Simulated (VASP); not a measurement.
A run of VASP 6.6.1 is set up as follows.

INCAR

```
ALGO = Normal
EDIFF = 1E-6
ENCUT = 520
GGA = PS
ISIF = 2
ISMEAR = -1
LASPH = T
LCHARG = T
LELF = T
LREAL = F
LVHAR = T
LWAVE = F
NBANDS = 38
NELM = 100
PREC = Accurate
SIGMA = 0.1
```

File KPOINTS:

```
k-points
0
Gamma
  5 5 5
```

POSCAR

```
Na
1.0
   -4.2330130000      4.2330130000      4.2330130000
    4.2330130000     -4.2330130000      4.2330130000
    4.2330130000      4.2330130000     -4.2330130000
Na
8
Direct
    0.5000000000      0.0000000000      0.4513300000
    0.4513300000      0.5000000000      0.0000000000
    0.0000000000      0.9513300000      0.5000000000
    0.9513300000      0.5000000000      0.0000000000
    0.0000000000      0.4513300000      0.5000000000
    0.5000000000      0.0000000000      0.9513300000
    0.5486700000      0.5486700000      0.5486700000
    0.0486700000      0.0486700000      0.0486700000
```

Potentials or basis: VASP PAW PBE potentials, release 64 (Na_pv).

Launch:

```bash
$ cat potpaw_PBE.64/Na_pv/POTCAR > POTCAR
$ mpirun -np 1 vasp_std > vasp.out
```

Problem. Predict the pressure.

Solution. -0.2 GPa.

Problem. What does it give for the band gap on the k mesh?

Solution. Zero (band 28 reaches 1.00 eV, above the bottom of band 29 at -0.78 eV).

Problem. Predict the largest force.

Solution. 0.037 eV/Å.

Forces on the atoms (eV/Å):
```
Na   0.021  0.021 -0.021
Na  -0.021  0.021  0.021
Na   0.021 -0.021  0.021
Na  -0.021  0.021  0.021
Na   0.021 -0.021  0.021
Na   0.021  0.021 -0.021
Na  -0.021 -0.021 -0.021
Na  -0.021 -0.021 -0.021
```

Caveat: the PAW data sets were made with another functional, which shifts forces and pressure a little.
